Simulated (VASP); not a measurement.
Here is a VASP 6.6.1 calculation.

The input INCAR:

```
PREC = Accurate
ENCUT = 600
EDIFF = 1E-6
ISMEAR = 0
SIGMA = 0.1
LREAL = F
LASPH = T
NELM = 150
ALGO = Normal
ISIF = 3
LWAVE = F
LCHARG = F
ISPIN = 2
MAGMOM = 3 0
LORBIT = 11
LMAXMIX = 4
GGA = PE
IBRION = 2
NSW = 90
EDIFFG = -0.04
```

KPOINTS

```
Automatic mesh
0
Gamma
  9 9 4
```

POSCAR

```
CrI
1.0
    2.5295302400      0.0000000000      0.0000000000
   -1.2647651200      2.1906374500      0.0000000000
    0.0000000000      0.0000000000      6.4393399100
Cr I
1 1
Direct
    0.0000000000      0.0000000000      0.5000000000
    0.0000000000      0.0000000000      0.0000000000
```

Potentials or basis: VASP PAW PBE potentials, release 64 (Cr_pv, I).

Launch:

```console
$ cat potpaw_PBE.64/Cr_pv/POTCAR potpaw_PBE.64/I/POTCAR > POTCAR
$ mpirun -np 1 vasp_std > vasp.out
```

What does it give for the space group after relaxing (to 0.1 Å)?

P6/mmm (No. 191).

Predict the relaxed cell.

a = 3.945 Å, b = 3.945 Å, c = 5.296 Å, α = 90.00°, β = 90.00°, γ = 120.00°.

What does it give for the net moment?

4.96 μB per cell.

What does it give for the relaxed volume?

35.69 Å³/atom.

Final structure:
```
Cr I
1.0
     3.94474    0.00000    0.00000
    -1.97237    3.41624    0.00000
     0.00000    0.00000    5.29623
Cr I
1 1
Direct
  0.00000 0.00000 0.50000
  0.00000 0.00000 0.00000
```

Caveat: the volume moved by over 15 % at a fixed basis, so the end points are rough.
